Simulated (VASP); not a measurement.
Set up this calculation in VASP 6.6.1, as the native input.

- Task: single point
- Functional: LDA
- Potentials or basis: VASP PAW LDA potentials, release 64 (Hf_pv, B)
- Cutoff: 520 eV
- k mesh: 6 × 6 × 6
- Occupations: gaussian, width 0.1 eV
- Spin: collinear spin, ferromagnetic start
- Starting moments: [5.0, 0.0] μB
- Dipole correction: no
- Further INCAR settings: ALGO = Normal; EDIFF = 1e-06; NBANDS = 18

The structure of HfB lies in POSCAR:

```
HfB
1.0
    0.0000000000      2.3100000000      2.3100000000
    2.3100000000      0.0000000000      2.3100000000
    2.3100000000      2.3100000000      0.0000000000
Hf B
1 1
Direct
    1.1320000000      0.8120000000      1.1860000000
    0.6320000000      0.3120000000      0.6860000000
```

The input as run:

INCAR

```
SYSTEM = HfB
PREC = Accurate
ENCUT = 520
EDIFF = 1E-6
ISMEAR = 0
SIGMA = 0.1
LREAL = .False.
LASPH = .True.
NELM = 150
ALGO = Normal
ISIF = 2
LWAVE = .False.
LCHARG = .False.
ISPIN = 2
MAGMOM = 5 0
LORBIT = 11
LMAXMIX = 4
NBANDS = 18
```

KPOINTS

```
Automatic mesh
0
Gamma
  6 6 6
  0 0 0
```

Potentials or basis: VASP PAW LDA potentials, release 64 (Hf_pv, B).

The run is started by

```bash
$ cat potpaw_LDA.64/Hf_pv/POTCAR potpaw_LDA.64/B/POTCAR > POTCAR
$ mpirun -np 1 vasp_std > vasp.out
```

Results of the run:

The pressure is 20.0 GPa. The net moment is 0.00 μB per cell. The valence electrons inside the program's atomic spheres are Hf 8.93; B 1.94.

Caveat: the k points lie up to 0.39 Å⁻¹ apart.

It took 21 s on 1 thread of AMD EPYC 7R43 64-Core Processor (Zen 3), on a shared host, peak memory 0.1 GiB.
